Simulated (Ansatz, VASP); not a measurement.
# Two plane-wave programs on Lu

```
CELL_PARAMETERS angstrom
3.50482 0.00000 0.00000
-1.75241 3.03526 0.00000
0.00000 0.00000 5.46968
ATOMIC_POSITIONS crystal
Lu 0.33333 0.66667 0.25000
Lu 0.66667 0.33333 0.75000
```

Alike in both runs: task single point; functional r2SCAN; k mesh 10 × 10 × 6; occupations fermi-dirac, width 0.2 eV; no spin polarisation.

|  | VASP | Ansatz |
| --- | --- | --- |
| version | VASP 6.6.1 | Ansatz 0.2.0 |
| potentials or method | VASP PAW PBE potentials, release 64 (Lu), cutoff 520 eV | plane waves (500 eV) with PAW, scalar-relativistic |
| valence electrons in the cell | 50 | 50 |

Ansatz gave:

- pressure (GPa): 0.3
- traceless stress, the component that is largest in VASP (GPa): 0.37

Question: What did VASP give for the same quantities?

Answer: Pressure (GPa): 0.7; traceless stress, the component that is largest in VASP (GPa): 0.42.

VASP's potentials were made for PBE, not for r2SCAN.

Spin-orbit coupling is off throughout.
